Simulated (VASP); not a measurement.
# CeCuSe3 (I4mm) in VASP: notebook

CeCuSe3 is run at these levels: PBE, LDA+U; tasks: single point.

Program: VASP 6.6.1. These are calculated values, not measurements. Logs are shortened: lines on timing, memory, paths and dates and some standing lists are left out, and cuts for length are marked.

## (1) The cell of the first run

The structure is tetragonal, space group I4mm (No. 107). The conventional cell has a = 4.649 Å, b = 4.649 Å, c = 11.420 Å, α = 90.00°, β = 90.00°, γ = 90.00°. Within 4.7 Å of Ce (site symmetry 4mm) lie 13 Se at 3.54 to 4.41 Å and 5 Cu at 3.54 to 4.40 Å and 4 Ce at 4.65 Å. Cu (site symmetry 4mm) has 5 Se at 2.61 to 2.80 Å within 3.4 Å. Within 3.7 Å of Se (site symmetry 2mm) lie 6 Se at 2.79 to 3.29 Å and 2 Cu at 2.80 Å and 4 Ce at 3.68 to 3.69 Å. Se (site symmetry 4mm) has 1 Cu at 2.61 Å and 4 Se at 2.79 Å and 4 Ce at 3.54 Å within 3.6 Å.

## (2) Single point, PBE

Input file INCAR:

```
SYSTEM = CeCuSe3
  ALGO = Normal
  EDIFF = 1E-6
  ENCUT = 520
  GGA = PE
  ISIF = 2
  ISMEAR = 1
  LASPH = .True.
  LCHARG = .False.
  LREAL = .False.
  LWAVE = .False.
  NBANDS = 28
  NELM = 100
  PREC = Accurate
  SIGMA = 0.0893
```

Input file KPOINTS:

```
k-points
0
Gamma
  4 4 4
  0 0 0
```

Input file POSCAR:

```
CeCuSe3
1.0
    0.0000000000      4.6487720000      0.0000000000
    4.6487720000      0.0000000000      0.0000000000
    2.3243860000      2.3243860000     -5.7100010000
Ce Cu Se
1 1 3
Direct
    0.1365000000      0.1365000000      0.7270000000
    0.5221000000      0.5221000000      0.9558000000
    0.8858000000      0.3858000000      0.2284000000
    0.3858000000      0.8858000000      0.2284000000
    0.7504000000      0.7504000000      0.4992000000
```

Potentials or basis: VASP PAW PBE potentials, release 64 (Ce, Cu, Se).

Started as:

```bash
> cat potpaw_PBE.64/Ce/POTCAR potpaw_PBE.64/Cu/POTCAR potpaw_PBE.64/Se/POTCAR > POTCAR
> mpirun -np 1 vasp_std > vasp.out
```

OUTCAR:

```text
SYSTEM = CeCuSe3
   EDIFF = 1E-6
   ENCUT = 520
   GGA = PE
   ISIF = 2
   ISMEAR = 1
   LASPH = .True.
   LREAL = .False.
   NELM = 100
   PREC = Accurate

 ion  position               nearest neighbor table
   1  0.136  0.136  0.727-
   2  0.522  0.522  0.956-   5 2.61
   3  0.886  0.386  0.228-   5 2.79   5 2.79
   4  0.386  0.886  0.228-   5 2.79   5 2.79
   5  0.750  0.750  0.499-   2 2.61   3 2.79   4 2.79   3 2.79   4 2.79

  LATTYP: Found a body centered tetragonal cell.
 ALAT       =     4.6487720000
 C/A-ratio  =     2.4565631526

  Lattice vectors:

 A1 = (  -2.3243860000,   2.3243860000,   5.7100010000)
 A2 = (   2.3243860000,  -2.3243860000,   5.7100010000)
 A3 = (   2.3243860000,   2.3243860000,  -5.7100010000)

Analysis of symmetry for initial positions (statically):
=====================================================================
 Subroutine PRICEL returns:
 Original cell was already a primitive cell.

 Routine SETGRP: Setting up the symmetry group for a
 body centered tetragonal supercell.

 Subroutine GETGRP returns: Found  8 space group operations
 (whereof  8 operations were pure point group operations)
 out of a pool of 16 trial point group operations.

The static configuration has the point symmetry C_4v.

Analysis of symmetry for dynamics (positions and initial velocities):
=====================================================================
 Subroutine PRICEL returns:
 Original cell was already a primitive cell.

 Routine SETGRP: Setting up the symmetry group for a
 body centered tetragonal supercell.

 Subroutine GETGRP returns: Found  8 space group operations
 (whereof  8 operations were pure point group operations)
 out of a pool of 16 trial point group operations.

The dynamic configuration has the point symmetry C_4v.

 Subroutine INISYM returns: Found  8 space group operations
 (whereof  8 operations are pure point group operations),
 and found     1 'primitive' translations

----------------------------------------------------------------------------------------

                                     Primitive cell

  volume of cell :     123.3993

  direct lattice vectors                    reciprocal lattice vectors
     0.000000000  4.648772000  0.000000000     0.000000000  0.215110571  0.087565659
[... 78 lines left out ...]
   ENCUT  =  520.0 eV  38.22 Ry    6.18 a.u.   8.64  8.64 12.25*2*pi/ulx,y,z
   NELM   =    100;   NELMIN=  2; NELMDL= -5     # of ELM steps
   EDIFF  = 0.1E-05   stopping-criterion for ELM
   LREAL  =      F    real-space projection
   EDIFFG = 0.1E-04   stopping-criterion for IOM
   NSW    =      0    number of steps for IOM
   IBRION =     -1    ionic relax: 0-MD 1-quasi-New 2-CG
   NFREE  =      0    steps in history (QN), initial steepest desc. (CG)
   ISIF   =      2    stress and relaxation
   ISYM   =      2    0-nonsym 1-usesym 2-fastsym
   POTIM  = 0.5000    time-step for ionic-motion
   TEBEG  =    0.0;   TEEND  =   0.0 temperature during run
   PSTRESS=    0.0 pullay stress
   NELECT =      41.0000    total number of electrons
   NUPDOWN=      -1.0000    fix difference up-down
   EMIN   =  10.00;   EMAX   =-10.00  energy-range for DOS
   EFERMI =   0.00;   METHOD = LEGACY
   ISMEAR =     1;   SIGMA  =   0.09  broadening in eV -4-tet -1-fermi 0-gaus
   EFERMI_NEDOS =   21; number of points for ismear=-14 and -15
   IALGO  =     38    algorithm
   IMIX   =      4    mixing-type and parameters
     AMIX     =   0.40;   BMIX     =  1.00
     AMIX_MAG =   1.60;   BMIX_MAG =  1.00
  volume/ion in A,a.u.               =      24.68       166.55
  Fermi-wavevector in a.u.,A,eV,Ry     =   1.133875  2.142713 17.492640  1.285673
  Thomas-Fermi vector in A             =   2.270578
   LORBIT       =      0    0 simple, 1 ext, 2 COOP (PROOUT), +10 PAW based schemes
   GGA     = PE    functional components
   LHFCALC =     F    Hartree Fock is set to
   AEXX    =    0.0000 exact exchange contribution
   IVDW    =     0    specifies the selected vdW correction
   LEPSILON=     F    determine dielectric tensor
   LRPA    =     F    only Hartree local field effects (RPA)
 non-spin polarized calculation
 Methfessel and Paxton  Order N= 1 SIGMA  =   0.09
  energy-cutoff  :      520.00
  volume of cell :      123.40
 maximum number of plane-waves:      3413
 NGX is ok and might be reduce to    36
   NGX = 17   NGY = 17   NGZ = 25

 number of electron      41.0000008 magnetization

 Free energy of the ion-electron system (eV)
  ---------------------------------------------------
  ext. energy  EPLUGINS =         0.00000000
  ---------------------------------------------------
  free energy    TOTEN  =       -20.70817368 eV

  energy without entropy =      -20.72617118  energy(sigma->0) =      -20.71417285

 E-fermi :   5.2236     XC(G=0):  -9.8960

 val. band max:        5.2215358727   @ k =  -0.2500  -0.2500   0.2500
 cond. band min:       5.2464168899   @ k =   0.0000   0.0000   0.0000
 fundamental gap:      0.0248810171
 Fermi energy:         5.2236060309

 k-point     1 :       0.0000    0.0000    0.0000
  band No.  band energies     occupation
      1     -30.1627      2.00000
      2     -12.9195      2.00000
      3     -12.9194      2.00000
      4     -12.9175      2.00000
      5      -9.7226      2.00000
      6      -6.7116      2.00000
[... 392 lines left out ...]
     27       5.4258     -0.00623
     28       5.5005     -0.00011

------------------------ aborting loop because EDIFF is reached ----------------------------------------

  FORCE on cell =-STRESS in cart. coord.  units (eV):
  Direction    XX          YY          ZZ          XY          YZ          ZX
  --------------------------------------------------------------------------------------
  -------------------------------------------------------------------------------------
  Total       -1.1777785     -1.1777785     -8.6558161      0.0000000     -0.0000000      0.0000000
  in kB      -15.2919027    -15.2919027   -112.3843721      0.0000000     -0.0000000      0.0000000
  external PRESSURE =     -47.6560591 kB  Pullay stress =       0.0000000 kB

 VOLUME and BASIS-vectors are now :
 -----------------------------------------------------------------------------
  energy-cutoff  :      520.00
  volume of cell :      123.40
      direct lattice vectors                 reciprocal lattice vectors
     0.000000000  4.648772000  0.000000000     0.000000000  0.215110571  0.087565659
     4.648772000  0.000000000  0.000000000     0.215110571  0.000000000  0.087565659
     2.324386000  2.324386000 -5.710001000     0.000000000  0.000000000 -0.175131318

 POSITION                                       TOTAL-FORCE (eV/Angst)
 -----------------------------------------------------------------------------------
      2.32439      2.32439     -4.15117        -0.000000     -0.000000      0.050140
      4.64877      4.64877     -5.45762        -0.000000     -0.000000     -0.094445
      2.32439      4.64877     -1.30416        -0.000000     -0.000000      1.888410
      4.64877      2.32439     -1.30416        -0.000000     -0.000000      1.888410
      4.64877      4.64877     -2.85043         0.000000      0.000000     -3.732515
 -----------------------------------------------------------------------------------
    total drift:                                0.000044      0.000044      0.000467

  FREE ENERGIE OF THE ION-ELECTRON SYSTEM (eV)
  ---------------------------------------------------
  free  energy   TOTEN  =       -20.7081736820 eV

  energy  without entropy=      -20.7261711829  energy(sigma->0) =      -20.71417285
```

Run time: 3.9 min. Hardware: 1 thread of Intel Xeon Platinum 8375C at 2.90GHz (Ice Lake), shared host; peak memory 0.29 GiB.

What came out:

* Free energy: -20.7082 eV
* Pressure: -4.8 GPa
* Largest force: 3.733 eV/Å
* Band gap on the k mesh: zero (an odd number of electrons rules out a gap without spin polarisation)

Forces on the atoms (eV/Å):
```
Ce   0.000  0.000  0.050
Cu   0.000  0.000 -0.094
Se   0.000  0.000  1.888
Se   0.000  0.000  1.888
Se   0.000  0.000 -3.733
```

Levels at points of the mesh, in eV from the Fermi level:
```tsv
k point	band 17	band 18	band 19	band 20	band 21	band 22	band 23	band 24	band 25	band 26
(0.00, 0.00, 0.00)	-1.72	-1.72	-1.39	0.02	0.02	0.10	0.15	0.17	0.17	0.18
(0.50, 0.00, 0.00)	-1.99	-1.80	-0.89	-0.47	-0.06	0.07	0.12	0.15	0.16	0.21
(0.50, 0.50, 0.00)	-1.22	-0.73	-0.31	0.06	0.06	0.07	0.13	0.16	0.24	0.27
(0.00, 0.00, 0.50)	-1.32	-0.86	-0.86	-0.18	-0.18	-0.03	0.15	0.16	0.16	0.20
```

Caveat: the k points lie up to 0.36 Å⁻¹ apart, too coarse for converged energies and pressures of a metal; spin-orbit coupling is left out, which moves the levels of the heavy elements; the run has no spin polarisation, though such a crystal can be magnetic; semilocal functionals describe open f shells poorly, which spoils levels, moments and volumes; forces of over 1 eV/Å act on the atoms, so gaps and moduli don't describe the material at rest.

## (3) Single point, LDA+U

Input file INCAR:

```
PREC = Accurate ; ENCUT = 520
EDIFF = 1E-7 ; ISMEAR = 1
SIGMA = 0.0893 ; LREAL = False
LASPH = True ; NELM = 150
ALGO = Normal ; ISIF = 2
LWAVE = False ; LCHARG = True
LMAXMIX = 6 ; LDAU = True
LDAUTYPE = 2 ; LDAUL = 3 -1 -1
LDAUU = 5 0 0 ; LDAUJ = 0 0 0
LDAUPRINT = 1 ; GGA = CA
LELF = True ; LVHAR = True
NBANDS = 28
```

Input file KPOINTS:

```
Automatic mesh
0
Gamma
  4 4 4
```

POSCAR is that of step 2.

Potentials or basis: VASP PAW LDA potentials, release 64 (Ce, Cu, Se).

Started as:

```bash
> cat potpaw_LDA.64/Ce/POTCAR potpaw_LDA.64/Cu/POTCAR potpaw_LDA.64/Se/POTCAR > POTCAR
> mpirun -np 1 vasp_std > vasp.out
```

OUTCAR:

```text
PREC = Accurate
   ENCUT = 520
   EDIFF = 1E-7
   ISMEAR = 1
   LREAL = False
   LASPH = True
   NELM = 150
   ISIF = 2
   GGA = CA

 ion  position               nearest neighbor table
   1  0.136  0.136  0.727-
   2  0.522  0.522  0.956-   5 2.61
   3  0.886  0.386  0.228-   5 2.79   5 2.79
   4  0.386  0.886  0.228-   5 2.79   5 2.79
   5  0.750  0.750  0.499-   2 2.61   3 2.79   4 2.79   3 2.79   4 2.79

  LATTYP: Found a body centered tetragonal cell.
 ALAT       =     4.6487720000
 C/A-ratio  =     2.4565631526

  Lattice vectors:

 A1 = (  -2.3243860000,   2.3243860000,   5.7100010000)
 A2 = (   2.3243860000,  -2.3243860000,   5.7100010000)
 A3 = (   2.3243860000,   2.3243860000,  -5.7100010000)

Analysis of symmetry for initial positions (statically):
=====================================================================
 Subroutine PRICEL returns:
 Original cell was already a primitive cell.

 Routine SETGRP: Setting up the symmetry group for a
 body centered tetragonal supercell.

 Subroutine GETGRP returns: Found  8 space group operations
 (whereof  8 operations were pure point group operations)
 out of a pool of 16 trial point group operations.

The static configuration has the point symmetry C_4v.

Analysis of symmetry for dynamics (positions and initial velocities):
[... 183 lines left out ...]
  o =  0.0210  v = -0.0015 -0.0000  0.0001 -0.0000 -0.0715 -0.0000 -0.9974  0.0000  0.0000  0.0000  0.0000  0.0000  0.0000  0.0000      0.0000  0.0000  0.0000  0.0000  0.0000  0.0000  0.0000  0.0000  0.0000  0.0000  0.0000  0.0000  0.0000  0.0000
  o =  0.2053  v =  0.0000  0.0000  0.0000  0.0000  0.0000  0.0000  0.0000  0.0000  0.0000  0.0000  0.0000 -0.9974 -0.0000  0.0715      0.0000  0.0000  0.0000  0.0000  0.0000  0.0000  0.0000  0.0000  0.0000  0.0000  0.0000  0.0000  0.0000  0.0000
  o =  0.2053  v =  0.0000  0.0000  0.0000  0.0000 -0.9974 -0.0000  0.0715  0.0000  0.0000  0.0000  0.0000  0.0000  0.0000  0.0000      0.0000  0.0000  0.0000  0.0000  0.0000  0.0000  0.0000  0.0000  0.0000  0.0000  0.0000  0.0000  0.0000  0.0000
  o =  0.2053  v =  0.0715 -0.0000  0.9974  0.0000  0.0000 -0.0000 -0.0000  0.0000  0.0000  0.0000  0.0000  0.0000  0.0000  0.0000      0.0000  0.0000  0.0000  0.0000  0.0000  0.0000  0.0000  0.0000  0.0000  0.0000  0.0000  0.0000  0.0000  0.0000
  o =  0.2053  v =  0.0000  0.0000  0.0000  0.0000  0.0000  0.0000  0.0000  0.0715 -0.0000  0.9974  0.0000  0.0000 -0.0000 -0.0000      0.0000  0.0000  0.0000  0.0000  0.0000  0.0000  0.0000  0.0000  0.0000  0.0000  0.0000  0.0000  0.0000  0.0000

 number of electron      41.0000009 magnetization

 Free energy of the ion-electron system (eV)
  ---------------------------------------------------
  ext. energy  EPLUGINS =         0.00000000
  ---------------------------------------------------
  free energy    TOTEN  =       -21.74606231 eV

  energy without entropy =      -21.74771397  energy(sigma->0) =      -21.74661287

 E-fermi :   5.1580     XC(G=0): -10.1664

 val. band max:        5.1438517038   @ k =   0.5000   0.2500  -0.0000
 cond. band min:       5.1655862886   @ k =   0.0000   0.0000   0.5000
 fundamental gap:      0.0217345849
 Fermi energy:         5.1579964686

 k-point     1 :       0.0000    0.0000    0.0000
  band No.  band energies     occupation
      1     -30.9651      2.00000
      2     -13.6830      2.00000
      3     -13.6830      2.00000
      4     -13.3961      2.00000
      5      -9.8069      2.00000
      6      -6.8018      2.00000
[... 392 lines left out ...]
     27       5.5315     -0.00000
     28       5.9038     -0.00000

------------------------ aborting loop because EDIFF is reached ----------------------------------------

  FORCE on cell =-STRESS in cart. coord.  units (eV):
  Direction    XX          YY          ZZ          XY          YZ          ZX
  --------------------------------------------------------------------------------------
  -------------------------------------------------------------------------------------
  Total       -5.1439855     -5.1439855    -12.6108334      0.0000000      0.0000000      0.0000000
  in kB      -66.7878774    -66.7878774   -163.7350637      0.0000000      0.0000000      0.0000000
  external PRESSURE =     -99.1036062 kB  Pullay stress =       0.0000000 kB

 VOLUME and BASIS-vectors are now :
 -----------------------------------------------------------------------------
  energy-cutoff  :      520.00
  volume of cell :      123.40
      direct lattice vectors                 reciprocal lattice vectors
     0.000000000  4.648772000  0.000000000     0.000000000  0.215110571  0.087565659
     4.648772000  0.000000000  0.000000000     0.215110571  0.000000000  0.087565659
     2.324386000  2.324386000 -5.710001000     0.000000000  0.000000000 -0.175131318

 POSITION                                       TOTAL-FORCE (eV/Angst)
 -----------------------------------------------------------------------------------
      2.32439      2.32439     -4.15117        -0.000000     -0.000000      0.000904
      4.64877      4.64877     -5.45762         0.000000      0.000000     -0.089983
      2.32439      4.64877     -1.30416         0.000000      0.000000      1.825381
      4.64877      2.32439     -1.30416         0.000000      0.000000      1.825381
      4.64877      4.64877     -2.85043        -0.000000     -0.000000     -3.561683
 -----------------------------------------------------------------------------------
    total drift:                                0.000038      0.000038     -0.000427

  FREE ENERGIE OF THE ION-ELECTRON SYSTEM (eV)
  ---------------------------------------------------
  free  energy   TOTEN  =       -21.7460623109 eV

  energy  without entropy=      -21.7477139733  energy(sigma->0) =      -21.74661287
```

OSZICAR:

```text
N       E                     dE             d eps       ncg     rms          rms(c)
DAV:   1     0.343088329026E+03    0.34309E+03   -0.16721E+04   728   0.153E+03
DAV:   2     0.391563111405E+02   -0.30393E+03   -0.28832E+03   816   0.315E+02
DAV:   3    -0.190107912132E+02   -0.58167E+02   -0.53895E+02  1128   0.135E+02
[... 13 lines left out ...]
DAV: 106    -0.217460634804E+02   -0.61759E-06   -0.16392E-05  1192   0.133E-02    0.113E-02
DAV: 107    -0.217460632964E+02    0.18399E-06   -0.60996E-05   944   0.164E-02    0.266E-02
DAV: 108    -0.217460627606E+02    0.53581E-06   -0.12801E-06   780   0.481E-03    0.144E-02
DAV: 109    -0.217460622794E+02    0.48118E-06   -0.45941E-06   896   0.450E-03    0.104E-02
DAV: 110    -0.217460623109E+02   -0.31503E-07   -0.11361E-07   452   0.176E-03
   1 F= -.21746062E+02 E0= -.21746613E+02  d E =0.165166E-02
```

stdout:

```text
POSCAR found type information on POSCAR CeCuSe
 POSCAR found :  3 types and       5 ions
 scaLAPACK will be used
 LDA part: xc-table for (Slater(with rela. corr.)+CA(PZ))
 , standard interpolation
 POSCAR, INCAR and KPOINTS ok, starting setup
 FFT: planning ... GRIDC
 FFT: planning ... GRID_SOFT
 FFT: planning ... GRID
 WAVECAR not read
 entering main loop
```

Wall time 5.9 min (1 thread of Intel Xeon Platinum 8375C at 2.90GHz (Ice Lake), shared host); peak memory 0.23 GiB.

Results:

| Quantity | Value |
| --- | --- |
| Free energy | -21.7461 eV |
| Pressure | -9.9 GPa |
| Largest force | 3.562 eV/Å |
| Band gap on the k mesh | zero (an odd number of electrons rules out a gap without spin polarisation) |

Forces on the atoms (eV/Å):
```
Ce   0.000  0.000  0.001
Cu   0.000  0.000 -0.090
Se   0.000  0.000  1.825
Se   0.000  0.000  1.825
Se   0.000  0.000 -3.562
```

Stress tensor (GPa, compression positive):
```
 -6.68   0.00   0.00
  0.00  -6.68   0.00
  0.00   0.00 -16.37
```

Levels at points of the mesh, in eV from the Fermi level:
| k point | band 17 | band 18 | band 19 | band 20 | band 21 | band 22 | band 23 | band 24 | band 25 | band 26 |
| --- | --- | --- | --- | --- | --- | --- | --- | --- | --- | --- |
| (0.00, 0.00, 0.00) | -1.73 | -1.73 | -1.47 | -0.03 | -0.03 | 0.44 | 0.44 | 0.71 | 0.71 | 0.75 |
| (0.50, 0.00, 0.00) | -2.06 | -1.85 | -0.98 | -0.54 | -0.02 | 0.09 | 0.10 | 0.40 | 0.42 | 0.76 |
| (0.50, 0.50, 0.00) | -1.30 | -0.78 | -0.35 | 0.07 | 0.09 | 0.28 | 0.38 | 0.43 | 0.67 | 0.69 |
| (0.00, 0.00, 0.50) | -1.33 | -0.89 | -0.89 | -0.20 | -0.20 | 0.01 | 0.12 | 0.12 | 0.15 | 0.37 |

Eigenvalues of the final occupation matrices:
| site | spin | trace | eigenvalues |
| --- | --- | --- | --- |
| site 1 f | 1 | 0.48 | 0.00 0.01 0.01 0.02 0.02 0.21 0.21 |
| site 1 f | 2 | 0.48 | 0.00 0.01 0.01 0.02 0.02 0.21 0.21 |

Caveat: the k points lie up to 0.36 Å⁻¹ apart, too coarse for converged energies and pressures of a metal; spin-orbit coupling is left out, which moves the levels of the heavy elements; the run has no spin polarisation, though such a crystal can be magnetic; U without spin polarisation on a metal has little footing; forces of over 1 eV/Å act on the atoms, so gaps and moduli don't describe the material at rest.

(Continued in part 2 of 2.)
